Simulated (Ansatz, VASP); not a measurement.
# GdO in VASP and in Ansatz

```
Gd O
1.0
     0.00000    2.69843    2.69843
     2.69843    0.00000    2.69843
     2.69843    2.69843    0.00000
Gd O
1 1
Direct
  0.00000 0.00000 0.00000
  0.25000 0.25000 0.25000
```

Alike in both runs: task single point; functional PBE; k mesh 10 × 10 × 10; occupations gaussian, width 0.05 eV; collinear spin; Hubbard terms Gd f U = 6.0 eV.

```csv
,VASP,Ansatz
version,VASP 6.6.1,Ansatz 0.2.0
potentials or method,"VASP PAW PBE potentials, release 64 (Gd, O), cutoff 520 eV","scalar-relativistic, plane waves, PAW"
valence electrons in the cell,24,24
```

VASP gave:

* gap on the k mesh at the Fermi level (eV): none
* pressure (GPa): 0.0
* net moment per atom (μB): 3.97
* size of the moment on the site where the two differ most (μB): 7.07

Problem. Estimate Ansatz's values.

Solution. gap on the k mesh at the Fermi level (eV): none; pressure (GPa): 0.0; net moment per atom (μB): 3.96; size of the moment on the site where the two differ most (μB): 7.02.

Site moments also hang on the region over which each program counts them. The programs project onto different local orbitals, so the same U acts differently, and such runs can settle in different states. A gap of «none» marks a metal or a gap that the smearing closes. Ansatz's warnings: filled band counts differ across k points, stability check not made.

Spin-orbit coupling is off throughout.
